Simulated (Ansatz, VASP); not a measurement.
**Ir in VASP and in Ansatz**

```
CELL_PARAMETERS angstrom
0.00480 1.91970 1.91970
1.91970 0.00480 1.91970
1.92450 1.92450 0.00000
ATOMIC_POSITIONS crystal
Ir 0.00000 0.00000 0.00000
```

Change from the starting cell: strain +0.0050 x Voigt [0, 0, 0, 0, 0, 1], atoms carried along.

Alike in both runs: task single point; functional PBEsol; k mesh 22 × 22 × 22; occupations gaussian, width 0.15 eV; no spin polarisation.

```csv
,VASP,Ansatz
version,VASP 6.6.1,Ansatz 0.2.0
potentials or method,"VASP PAW PBE potentials, release 64 (Ir), cutoff 520 eV","scalar-relativistic, plane waves, PAW"
valence electrons in the cell,9,17
```

```csv
,VASP,Ansatz,Ansatz less VASP
gap on the k mesh at the Fermi level (eV),none,none,-
pressure (GPa),-1.8,-2.6,-0.80
"traceless stress, the component that is largest in VASP (GPa)",-1.38,-1.37,+0.003
```

VASP's potentials were made for PBE, not for PBEsol. A gap of «none» marks a metal or a gap that the smearing closes. VASP's potentials hold 9 valence electrons a cell and Ansatz's 17, so a difference there can come from the potentials and not from the codes.

Spin-orbit coupling is off throughout.
